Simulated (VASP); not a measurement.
Input of a VASP 6.6.1 run:

Contents of INCAR:

```
SYSTEM = Mg12F
PREC = Accurate ; ENCUT = 520
EDIFF = 1E-7 ; ISMEAR = -1
SIGMA = 0.05 ; LREAL = .False.
LASPH = .True. ; NELM = 80
ALGO = Normal ; ISIF = 2
LWAVE = .False. ; LCHARG = .False.
GGA = PE ; NBANDS = 28
```

KPOINTS

```
regular mesh
0
Gamma
  3 2 3
  0 0 0
```

File POSCAR:

```
Mg12F
1.0
    6.4200000000      0.0000000000      0.0000000000
   -4.8150000000      8.3398250000      0.0000000000
    0.0000000000      0.0000000000      5.2130400000
Mg F
12 1
Direct
   -0.0227172343     -0.0092927609     -0.0371184568
    0.1777169180      0.2473193382      0.4765165815
   -0.0645758363      0.3001501830     -0.0144253641
    0.2297973799      0.5935616155      0.5312063594
   -0.0090474001      0.6662130201     -0.0282560656
    0.2079920740      0.9429094735      0.5106233599
    0.4601938150     -0.0404684751      0.0516205515
    0.7110583727      0.2738306859      0.5178744073
    0.4495942624      0.3117331599     -0.0095529672
    0.7105967373      0.5690407173      0.5106809079
    0.5086140793      0.6182144110      0.0470167119
    0.6969763109      0.9164460885      0.5145558062
    0.2611303337      0.7058061770      0.1596189555
```

Potentials or basis: VASP PAW PBE potentials, release 64 (Mg, F).

Command:

```console
$ cat potpaw_PBE.64/Mg/POTCAR potpaw_PBE.64/F/POTCAR > POTCAR
$ mpirun -np 1 vasp_std > vasp.out
```

(1) Predict the largest force.

(2) Predict the band gap on the k mesh.

Results:

(1) 1.180 eV/Å.

(2) zero (an odd number of electrons rules out a gap without spin polarisation).

Caveat: the k points lie up to 0.40 Å⁻¹ apart, too coarse for converged energies and pressures of a metal; an odd number of electrons without spin polarisation forces a metal; a magnetic or distorted state may lie lower.
